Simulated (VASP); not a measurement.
Here is a VASP 6.6.1 calculation.

The input INCAR:

```
PREC = Accurate ; ENCUT = 520
EDIFF = 1E-6 ; ISMEAR = -1
SIGMA = 0.02 ; LREAL = Auto
LASPH = T ; NELM = 60
ALGO = Normal ; ISIF = 2
LWAVE = F ; LCHARG = T
GGA = PE ; IVDW = 12
LELF = T ; LVHAR = T
NBANDS = 56
```

KPOINTS

```
regular mesh
0
Gamma
  1 1 1
```

Contents of POSCAR:

```
HF
1.0
    6.4792240000      0.0000000000      0.0000000000
    0.0000000000      6.4792240000      0.0000000000
    0.0000000000      0.0000000000      6.4792240000
F H
10 10
Direct
    0.3523776707      0.5772256227      0.7245031424
    0.6792914765      0.3753516367      0.7236158090
    0.8247317046      0.6120801332     -0.0149708032
    0.4030431727      0.1472783757      0.4472240439
    0.3724058521      0.3041561128      1.1004529971
    0.4940807863      0.7991380300      1.0009340165
    0.0796220955      0.1074375597      0.9406164647
    0.6474968743      0.8895831999      0.5655267313
    0.7977726684      0.1353549609      0.2260511934
    1.0087027428      0.9558547607      0.6185469623
    0.4719977983      0.4869914413      0.7043068281
    0.7524245814      0.4575278573      0.8273970388
    0.6997870211      0.6947931657      0.0091436362
    0.4056754829      0.2040044936      0.3068778379
    0.2673221839      0.2298253442      1.0247901128
    0.4232928555      0.7223627156      0.8901467218
    0.0494199102      0.0433322868      0.7990275484
    0.5588428131      0.9979665454      0.5040736688
    0.8959291199      0.1200107551      0.1185175047
    0.8584289898      0.9375529030      0.5877792451
```

Potentials or basis: VASP PAW PBE potentials, release 64 (F, H).

Run with:

```bash
$ cat potpaw_PBE.64/F/POTCAR potpaw_PBE.64/H/POTCAR > POTCAR
$ mpirun -np 1 vasp_gam > vasp.out
```

Question: What does it give for the largest force?

Answer: 0.277 eV/Å.

Question: Predict the dispersion energy per atom.

Answer: -0.024 eV.

Question: What does it give for the band gap on the k mesh?

Answer: 7.06 eV.

Question: Estimate the pressure.

Answer: 0.0 GPa.

Forces in eV/Å, atoms in the order of the input:
```
F   -0.115  0.099  0.041
F   -0.110 -0.090 -0.140
F    0.105 -0.118 -0.069
F    0.079 -0.073  0.103
F    0.151  0.043  0.172
F    0.032  0.014  0.025
F    0.057  0.120  0.160
F    0.184 -0.089  0.005
F   -0.192  0.000  0.186
F    0.142  0.020  0.030
H    0.137 -0.117 -0.015
H    0.140  0.135  0.170
H   -0.143  0.140  0.062
H   -0.019  0.097 -0.156
H   -0.197 -0.128 -0.147
H   -0.081 -0.075 -0.036
H   -0.027 -0.044 -0.145
H   -0.128  0.116 -0.041
H    0.166 -0.016 -0.170
H   -0.183 -0.034 -0.032
```

Caveat: the k points lie up to 0.97 Å⁻¹ apart.
